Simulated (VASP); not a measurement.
# Pb (Im-3m) in VASP: a series of runs

Pb is run at these levels: PBE; tasks: single point.

Everything below comes from runs of VASP 6.6.1. Logs are shortened: lines on timing, memory, paths and dates and some standing lists are left out, and cuts for length are marked.

## Step 1: The cell of the first run

The structure is cubic, space group Im-3m (No. 229). Conventional cell: a = 3.918 Å, b = 3.918 Å, c = 3.918 Å, α = 90.00°, β = 90.00°, γ = 90.00°. Within 4.5 Å of Pb (site symmetry m-3m) lie 14 Pb at 3.39 to 3.92 Å.

This isn't the form of Pb at room conditions, which is fcc.

## Step 2: Single point, PBE

INCAR

```
SYSTEM = Pb
PREC     = Accurate       ! precision mode
ENCUT    = 520            ! plane-wave cutoff, eV
EDIFF    = 1E-6           ! SCF threshold, eV
ISMEAR   = -1             ! smearing method
SIGMA    = 0.06122561905347299 ! smearing width, eV
LREAL    = .False.        ! projectors in reciprocal space
LASPH    = .True.         ! aspherical terms in the spheres
NELM     = 80             ! most SCF steps
ALGO     = Normal         ! electronic algorithm
ISIF     = 2              ! what is computed and relaxed
LWAVE    = .False.        ! write WAVECAR
LCHARG   = .False.        ! write CHGCAR
GGA      = PE             ! functional
NBANDS   = 13             ! bands
```

KPOINTS

```
regular mesh
0
Gamma
  13 13 13
  0 0 0
```

POSCAR

```
Pb
1.0
   -1.9591414008      1.9591414008      1.9591414008
    1.9591414008     -1.9591414008      1.9591414008
    1.9591414008      1.9591414008     -1.9591414008
Pb
1
Direct
    0.0000000000      0.0000000000      0.0000000000
```

Potentials or basis: VASP PAW PBE potentials, release 64 (Pb_d).

Launch:

```console
$ cat potpaw_PBE.64/Pb_d/POTCAR > POTCAR
$ mpirun -np 1 vasp_std > vasp.out
```

OUTCAR:

```text
SYSTEM = Pb
   PREC = Accurate
   ENCUT = 520
   EDIFF = 1E-6
   ISMEAR = -1
   LREAL = .False.
   LASPH = .True.
   NELM = 80
   ISIF = 2
   GGA = PE

 ion  position               nearest neighbor table
   1  0.000  0.000  0.000-

  LATTYP: Found a body centered cubic cell.
 ALAT       =     3.9182828016

  Lattice vectors:

 A1 = (  -1.9591414008,   1.9591414008,   1.9591414008)
 A2 = (   1.9591414008,  -1.9591414008,   1.9591414008)
 A3 = (   1.9591414008,   1.9591414008,  -1.9591414008)

Analysis of symmetry for initial positions (statically):
=====================================================================
 Subroutine PRICEL returns:
 Original cell was already a primitive cell.

 Routine SETGRP: Setting up the symmetry group for a
 body centered cubic supercell.

 Subroutine GETGRP returns: Found 48 space group operations
 (whereof 48 operations were pure point group operations)
 out of a pool of 48 trial point group operations.

The static configuration has the point symmetry O_h .

Analysis of symmetry for dynamics (positions and initial velocities):
=====================================================================
 Subroutine PRICEL returns:
 Original cell was already a primitive cell.

 Routine SETGRP: Setting up the symmetry group for a
 body centered cubic supercell.

 Subroutine GETGRP returns: Found 48 space group operations
 (whereof 48 operations were pure point group operations)
 out of a pool of 48 trial point group operations.

The dynamic configuration has the point symmetry O_h .

 Subroutine INISYM returns: Found 48 space group operations
 (whereof 48 operations are pure point group operations),
 and found     1 'primitive' translations

----------------------------------------------------------------------------------------

                                     Primitive cell

  volume of cell :      30.0786

  direct lattice vectors                    reciprocal lattice vectors
    -1.959141401  1.959141401  1.959141401     0.000000000  0.255213840  0.255213840
     1.959141401 -1.959141401  1.959141401     0.255213840  0.000000000  0.255213840
     1.959141401  1.959141401 -1.959141401     0.255213840  0.255213840  0.000000000

  length of vectors
     3.393332445  3.393332445  3.393332445     0.360926874  0.360926874  0.360926874

  position of ions in fractional coordinates (direct lattice)
     0.000000000  0.000000000  0.000000000

  ion indices of the primitive-cell ions
   primitive index   ion index
                 1           1

----------------------------------------------------------------------------------------

 KPOINTS: regular mesh

Automatic generation of k-mesh.
 Grid dimensions read from file:
 generate k-points for:   13   13   13

 Generating k-lattice:

  Cartesian coordinates                     Fractional coordinates (reciprocal lattice)
     0.000000000  0.019631834  0.019631834     0.076923077  0.000000000  0.000000000
     0.019631834  0.000000000  0.019631834     0.000000000  0.076923077  0.000000000
     0.019631834  0.019631834  0.000000000     0.000000000  0.000000000  0.076923077

  Length of vectors
     0.027763606  0.027763606  0.027763606

  Shift w.r.t. Gamma in fractional coordinates (k-lattice)
     0.000000000  0.000000000  0.000000000

 Subroutine IBZKPT returns following result:
 ===========================================

 Found     84 irreducible k-points:

 Following reciprocal coordinates:
            Coordinates               Weight
  0.000000  0.000000  0.000000      1.000000
  0.076923  0.000000  0.000000     12.000000
  0.153846  0.000000  0.000000     12.000000
  0.230769  0.000000  0.000000     12.000000
  0.307692  0.000000  0.000000     12.000000
  0.384615  0.000000  0.000000     12.000000
[... 16 lines left out ...]
  0.153846  0.076923  0.076923     24.000000
  0.230769  0.076923  0.076923     24.000000
 [... further k-points ...]
   k-points           NKPTS =     84   k-points in BZ     NKDIM =     84   number of bands    NBANDS=     13
   number of dos      NEDOS =    301   number of ions     NIONS =      1
   total plane-waves  NPLWV =  21952
   dimension x,y,z NGX =    28 NGY =   28 NGZ =   28
   dimension x,y,z NGXF=    56 NGYF=   56 NGZF=   56
   ions per type =               1
   NGX,Y,Z   is equivalent  to a cutoff of  13.72, 13.72, 13.72 a.u.
   NGXF,Y,Z  is equivalent  to a cutoff of  27.44, 27.44, 27.44 a.u.
 SYSTEM =  Pb
   PREC   = accura    normal or accurate (medium, high low for compatibility)
   ISTART =      0    job   : 0-new  1-cont  2-samecut
   ICHARG =      2    charge: 1-file 2-atom 10-const
   ISPIN  =      1    spin polarized calculation?
   LNONCOLLINEAR =      F non collinear calculations
   LSORBIT =      F    spin-orbit coupling
   LASPH  =      T    aspherical Exc in radial PAW
   ENCUT  =  520.0 eV  38.22 Ry    6.18 a.u.   6.31  6.31  6.31*2*pi/ulx,y,z
   NELM   =     80;   NELMIN=  2; NELMDL= -5     # of ELM steps
   EDIFF  = 0.1E-05   stopping-criterion for ELM
   LREAL  =      F    real-space projection
   EDIFFG = 0.1E-04   stopping-criterion for IOM
   NSW    =      0    number of steps for IOM
   IBRION =     -1    ionic relax: 0-MD 1-quasi-New 2-CG
   NFREE  =      0    steps in history (QN), initial steepest desc. (CG)
   ISIF   =      2    stress and relaxation
   ISYM   =      2    0-nonsym 1-usesym 2-fastsym
   POTIM  = 0.5000    time-step for ionic-motion
   TEBEG  =    0.0;   TEEND  =   0.0 temperature during run
   PSTRESS=    0.0 pullay stress
   NELECT =      14.0000    total number of electrons
   NUPDOWN=      -1.0000    fix difference up-down
   EMIN   =  10.00;   EMAX   =-10.00  energy-range for DOS
   EFERMI =   0.00;   METHOD = LEGACY
   ISMEAR =    -1;   SIGMA  =   0.06  broadening in eV -4-tet -1-fermi 0-gaus
   EFERMI_NEDOS =   21; number of points for ismear=-14 and -15
   IALGO  =     38    algorithm
   IMIX   =      4    mixing-type and parameters
     AMIX     =   0.40;   BMIX     =  1.00
     AMIX_MAG =   1.60;   BMIX_MAG =  1.00
  volume/ion in A,a.u.               =      30.08       202.98
  Fermi-wavevector in a.u.,A,eV,Ry     =   1.268718  2.397529 21.900551  1.609645
  Thomas-Fermi vector in A             =   2.401798
   LORBIT       =      0    0 simple, 1 ext, 2 COOP (PROOUT), +10 PAW based schemes
   GGA     = PE    functional components
   LHFCALC =     F    Hartree Fock is set to
   AEXX    =    0.0000 exact exchange contribution
   IVDW    =     0    specifies the selected vdW correction
   LEPSILON=     F    determine dielectric tensor
   LRPA    =     F    only Hartree local field effects (RPA)
 non-spin polarized calculation
  energy-cutoff  :      520.00
  volume of cell :       30.08
 maximum number of plane-waves:       824
 NGX is ok and might be reduce to    28
   NGX = 13   NGY = 13   NGZ = 13

 number of electron      14.0000004 magnetization

 Free energy of the ion-electron system (eV)
  ---------------------------------------------------
  ext. energy  EPLUGINS =         0.00000000
  ---------------------------------------------------
  free energy    TOTEN  =        -3.51387134 eV

  energy without entropy =       -3.50696000  energy(sigma->0) =       -3.51041567

 E-fermi :   7.3890     XC(G=0): -10.2273

 val. band max:        7.3704921939   @ k =  -0.4615   0.4615   0.3846
 cond. band min:       7.4446516764   @ k =  -0.4615  -0.4615   0.2308
 fundamental gap:      0.0741594825
 Fermi energy:         7.3889873574

 k-point     1 :       0.0000    0.0000    0.0000
  band No.  band energies     occupation
      1      -9.7653      2.00000
      2      -9.7653      2.00000
      3      -9.7653      2.00000
      4      -9.5198      2.00000
      5      -9.5198      2.00000
      6      -4.4396      2.00000
      7      15.0916      0.00000
      8      15.0916      0.00000
      9      15.0916      0.00000
     10      18.4987      0.00000
     11      18.4987      0.00000
     12      18.4987      0.00000
     13      19.3751      0.00000

 k-point     2 :       0.0769    0.0000    0.0000
  band No.  band energies     occupation
      1      -9.7703      2.00000
      2      -9.7592      2.00000
      3      -9.7436      2.00000
      4      -9.5255      2.00000
      5      -9.5204      2.00000
      6      -4.3181      2.00000
      7      13.8275      0.00000
      8      14.6732      0.00000
      9      14.9217      0.00000
     10      17.7456      0.00000
     11      18.2018      0.00000
     12      18.3849      0.00000
     13      20.1210      0.00000

 k-point     3 :       0.1538    0.0000    0.0000
  band No.  band energies     occupation
      1      -9.7842      2.00000
      2      -9.7452      2.00000
      3      -9.6828      2.00000
      4      -9.5392      2.00000
      5      -9.5216      2.00000
      6      -3.9530      2.00000
      7      11.4950      0.00000
      8      13.7469      0.00000
      9      14.4457      0.00000
     10      16.7853      0.00000
     11      17.6595      0.00000
     12      18.4338      0.00000
     13      20.7681      0.00000
[... 305 lines left out ...]
 k-point    23 :       0.1538    0.0769    0.0769
  band No.  band energies     occupation
      1      -9.7916      2.00000
      2      -9.7573      2.00000
      3      -9.5676      2.00000
      4      -9.5431      2.00000
      5      -9.5293      2.00000
      6      -3.1079      2.00000
      7       8.7520      0.00000
      8      11.5936      0.00000
      9      12.3501      0.00000
     10      17.9985      0.00000
     11      18.5417      0.00000
     12      19.4045      0.00000
     13      21.0134      0.00000

 k-point    24 :       0.2308    0.0769    0.0769
  band No.  band energies     occupation
      1      -9.8106      2.00000
      2      -9.7437      2.00000
      3      -9.5494      2.00000
      4      -9.5274      2.00000
      5      -9.4975      2.00000
      6      -2.2931      2.00000
      7       6.8073      1.99985
      8      10.4792      0.00000
      9      11.7340      0.00000
     10      17.5768      0.00000
     11      18.5416      0.00000
     12      19.9739      0.00000
     13      21.5487      0.00000

 [... further k-points ...]

------------------------ aborting loop because EDIFF is reached ----------------------------------------

  FORCE on cell =-STRESS in cart. coord.  units (eV):
  Direction    XX          YY          ZZ          XY          YZ          ZX
  --------------------------------------------------------------------------------------
  -------------------------------------------------------------------------------------
  Total        0.4847710      0.4847710      0.4847710      0.0000000     -0.0000000      0.0000000
  in kB       25.8219975     25.8219975     25.8219975      0.0000000     -0.0000000      0.0000000
  external PRESSURE =      25.8219975 kB  Pullay stress =       0.0000000 kB

 VOLUME and BASIS-vectors are now :
 -----------------------------------------------------------------------------
  energy-cutoff  :      520.00
  volume of cell :       30.08
      direct lattice vectors                 reciprocal lattice vectors
    -1.959141401  1.959141401  1.959141401     0.000000000  0.255213840  0.255213840
     1.959141401 -1.959141401  1.959141401     0.255213840  0.000000000  0.255213840
     1.959141401  1.959141401 -1.959141401     0.255213840  0.255213840  0.000000000

 POSITION                                       TOTAL-FORCE (eV/Angst)
 -----------------------------------------------------------------------------------
      0.00000      0.00000      0.00000         0.000000      0.000000      0.000000
 -----------------------------------------------------------------------------------
    total drift:                               -0.000000     -0.000000     -0.000000

  FREE ENERGIE OF THE ION-ELECTRON SYSTEM (eV)
  ---------------------------------------------------
  free  energy   TOTEN  =        -3.5138713353 eV

  energy  without entropy=       -3.5069600032  energy(sigma->0) =       -3.51041567
```

It took 15 s on 1 thread of Intel Xeon Platinum 8488C (Sapphire Rapids), shared host; peak memory 0.17 GiB.

Results:

```
Free energy            : -3.5139 eV
Pressure               : 2.6 GPa
Band gap on the k mesh : zero (bands 7 and 8 overlap by 9.68 eV)
```

Caveat: spin-orbit coupling is left out, which moves the levels of the heavy elements.

[end of part 1 of 2]
